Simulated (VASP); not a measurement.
# Zn3P in VASP: a series of runs, part 2 of 2

VASP 6.6.1. The steps go on from the part before.

### 3 Single point, r2SCAN

POSCAR reads:

```
Zn3P
1.0
    3.9755180000      0.0000000000      0.0000000000
    0.0000000000      3.9755180000      0.0000000000
    0.0000000000      0.0000000000      3.9755180000
Zn P
3 1
Direct
    0.5000000000      0.5000000000      0.0000000000
    0.5000000000      0.0000000000      0.5000000000
    0.0000000000      0.5000000000      0.5000000000
    0.0000000000      0.0000000000      0.0000000000
```

INCAR.step1 reads:

```
PREC = Accurate
ENCUT = 520
ISMEAR = -1
SIGMA = 0.005
LREAL = F
LASPH = T
NELM = 80
NBANDS = 28
GGA = PE
ALGO = Normal
EDIFF = 1E-4
LWAVE = T
LCHARG = F
```

INCAR.step2 reads:

```
PREC = Accurate
ENCUT = 520
EDIFF = 1E-6
ISMEAR = -1
SIGMA = 0.005
LREAL = F
LASPH = T
NELM = 80
ALGO = Normal
ISIF = 2
LWAVE = F
LCHARG = F
METAGGA = R2SCAN
LMIXTAU = T
NBANDS = 28
ISTART = 1
```

KPOINTS reads:

```
regular mesh
0
Gamma
  6 6 6
```

Potentials or basis: VASP PAW PBE potentials, release 64 (Zn, P).

On the command line:

```
cat potpaw_PBE.64/Zn/POTCAR potpaw_PBE.64/P/POTCAR > POTCAR
cp INCAR.step1 INCAR
mpirun -np 1 vasp_std > vasp.out
cp INCAR.step2 INCAR
mpirun -np 1 vasp_std > vasp.out
```

OUTCAR:

```text
PREC = Accurate
   ENCUT = 520
   EDIFF = 1E-6
   ISMEAR = -1
   LREAL = F
   LASPH = T
   NELM = 80
   ISIF = 2
   METAGGA = R2SCAN
   ISTART = 1

 ion  position               nearest neighbor table
   1  0.500  0.500  0.000-   2 2.81   3 2.81   4 2.81   2 2.81   3 2.81   2 2.81   4 2.81   2 2.81
                             3 2.81   4 2.81   3 2.81   4 2.81
   2  0.500  0.000  0.500-   1 2.81   3 2.81   4 2.81   1 2.81   4 2.81   1 2.81   3 2.81   1 2.81
                             3 2.81   4 2.81   4 2.81   3 2.81
[... 818 lines left out ...]
  --------------------------------------------------------------------------------------
  -------------------------------------------------------------------------------------
  Total       -1.5193612     -1.5193612     -1.5193612      0.0000000      0.0000000     -0.0000000
  in kB      -38.7427488    -38.7427488    -38.7427488      0.0000000      0.0000000     -0.0000000
  external PRESSURE =     -38.7427488 kB  Pullay stress =       0.0000000 kB

 VOLUME and BASIS-vectors are now :
 -----------------------------------------------------------------------------
  energy-cutoff  :      520.00
  volume of cell :       62.83
      direct lattice vectors                 reciprocal lattice vectors
     3.975518000  0.000000000  0.000000000     0.251539548  0.000000000  0.000000000
     0.000000000  3.975518000  0.000000000     0.000000000  0.251539548  0.000000000
     0.000000000  0.000000000  3.975518000     0.000000000  0.000000000  0.251539548

 POSITION                                       TOTAL-FORCE (eV/Angst)
 -----------------------------------------------------------------------------------
      1.98776      1.98776      0.00000         0.000000      0.000000      0.000000
      1.98776      0.00000      1.98776         0.000000      0.000000      0.000000
      0.00000      1.98776      1.98776         0.000000      0.000000      0.000000
      0.00000      0.00000      0.00000         0.000000      0.000000      0.000000
 -----------------------------------------------------------------------------------
    total drift:                                0.000000      0.000000     -0.000000

  FREE ENERGIE OF THE ION-ELECTRON SYSTEM (eV)
  ---------------------------------------------------
  free  energy   TOTEN  =       -34.7913196384 eV

  energy  without entropy=      -34.7906489296  energy(sigma->0) =      -34.79098428
```

OUTCAR.step1:

```text
PREC = Accurate
   ENCUT = 520
   ISMEAR = -1
   LREAL = F
   LASPH = T
[... 844 lines left out ...]
      1.98776      1.98776      0.00000         0.000000      0.000000      0.000000
      1.98776      0.00000      1.98776         0.000000      0.000000      0.000000
      0.00000      1.98776      1.98776         0.000000      0.000000      0.000000
      0.00000      0.00000      0.00000         0.000000      0.000000      0.000000
 -----------------------------------------------------------------------------------
    total drift:                                0.000000      0.000000     -0.000000

  FREE ENERGIE OF THE ION-ELECTRON SYSTEM (eV)
  ---------------------------------------------------
  free  energy   TOTEN  =        -8.0055991466 eV

  energy  without entropy=       -8.0049284385  energy(sigma->0) =       -8.00526379
```

OSZICAR.step1:

```text
N       E                     dE             d eps       ncg     rms          rms(c)
DAV:   1     0.238176350872E+03    0.23818E+03   -0.19745E+04  1120   0.207E+03
DAV:   2     0.773498239518E+01   -0.23044E+03   -0.22493E+03  1120   0.379E+02
DAV:   3    -0.828659536669E+01   -0.16022E+02   -0.15805E+02  1256   0.105E+02
DAV:   4    -0.858674534814E+01   -0.30015E+00   -0.29968E+00  1260   0.131E+01
DAV:   5    -0.859005535909E+01   -0.33100E-02   -0.33095E-02  1256   0.128E+00    0.639E+00
DAV:   6    -0.802604022157E+01    0.56402E+00   -0.25180E+00  1388   0.272E+01    0.503E+00
DAV:   7    -0.801582499822E+01    0.10215E-01   -0.27634E-01  1236   0.588E+00    0.250E+00
DAV:   8    -0.800612510106E+01    0.96999E-02   -0.13950E-02  1240   0.839E-01    0.446E-01
DAV:   9    -0.800557273562E+01    0.55237E-03   -0.73742E-04  1332   0.266E-01    0.114E-01
DAV:  10    -0.800559914659E+01   -0.26411E-04   -0.32500E-04  1028   0.186E-01
   1 F= -.80055991E+01 E0= -.80052638E+01  d E =-.670708E-03
```

Wall time 53 s (1 thread of Intel Xeon 6975P-C (Granite Rapids), shared host); peak memory 0.18 GiB.

Results:

```
Free energy : -34.7913 eV
Pressure    : -3.9 GPa
```

Caveat: the PAW data sets were made with another functional, which shifts forces and pressure a little.

### 4 Single point, PBE

INCAR reads:

```
SYSTEM = Zn3P
  ALGO = Normal
  EDIFF = 1E-7
  ENCUT = 520
  GGA = PE
  ISIF = 2
  ISMEAR = 1
  LASPH = .True.
  LCHARG = .False.
  LREAL = .False.
  LWAVE = .False.
  NBANDS = 28
  NELM = 80
  PREC = Accurate
  SIGMA = 0.05
```

KPOINTS reads:

```
k-points
0
Gamma
  5 5 5
  0 0 0
```

POSCAR reads:

```
Zn3P
1.0
    3.9755180000      0.0000000000      0.0000000000
    0.0000000000      3.9755180000      0.0000000000
    0.0000000000      0.0000000000      3.9755180000
Zn P
3 1
Direct
    0.5122900000      0.5046040000     -0.0014700000
    0.5034610000      0.0016670000      0.5024300000
   -0.0024470000      0.5025980000      0.4944630000
   -0.0053100000     -0.0030370000      0.0027560000
```

On the command line:

```
cat potpaw_PBE.64/Zn/POTCAR potpaw_PBE.64/P/POTCAR > POTCAR
mpirun -np 1 vasp_std > vasp.out
```

Run time: 36 s. Hardware: 1 thread of Intel Xeon 6975P-C (Granite Rapids), shared host; peak memory 0.23 GiB.

The run converged. Its results:

* Free energy: -7.9733 eV
* Pressure: 0.0 GPa
* Largest force: 0.155 eV/Å

Forces on the atoms (eV/Å):
```
Zn  -0.107 -0.031 -0.021
Zn  -0.086  0.047 -0.002
Zn   0.152 -0.024  0.021
P    0.041  0.008  0.002
```

Stress tensor (GPa, compression positive):
```
-0.02  0.02  0.04
 0.02 -0.04 -0.01
 0.04 -0.01  0.07
```

Levels at points of the mesh, in eV from the Fermi level:
| k point | band 18 | band 19 | band 20 | band 21 | band 22 | band 23 |
| --- | --- | --- | --- | --- | --- | --- |
| (0.00, 0.00, 0.00) | -3.21 | -3.21 | -3.20 | 0.64 | 0.65 | 4.38 |

### 5 The runs side by side

```tsv
level	k mesh	smearing	gap on the mesh (eV)	pressure (GPa)
r2SCAN	6 × 6 × 6	fermi-dirac 0.01 eV	none	-3.9
r2SCAN	6 × 6 × 6	fermi-dirac 0.005 eV	none	-3.9
PBE	5 × 5 × 5	methfessel-paxton 0.05 eV	none	0.0
```

Some of these runs hold the atoms at other places in the same cell, which the table doesn't show; runs alike in all that it shows share one row.

Alike in all rows: task single point; potentials or basis VASP PAW PBE potentials, release 64 (Zn, P); no spin polarisation; cell as given; cutoff (eV) 520.

Every run on the cell as given and a fine mesh finds a metal. The pressure there spans -3.9 GPa (r2SCAN) to 0.0 GPa (PBE); a positive pressure means that this level wants a larger cell, a negative one a smaller.

Caveats: the PAW data sets were made with another functional, which shifts forces and pressure a little (some runs).

Total energies depend on the potentials used, so only differences within one code and one set of settings carry meaning.
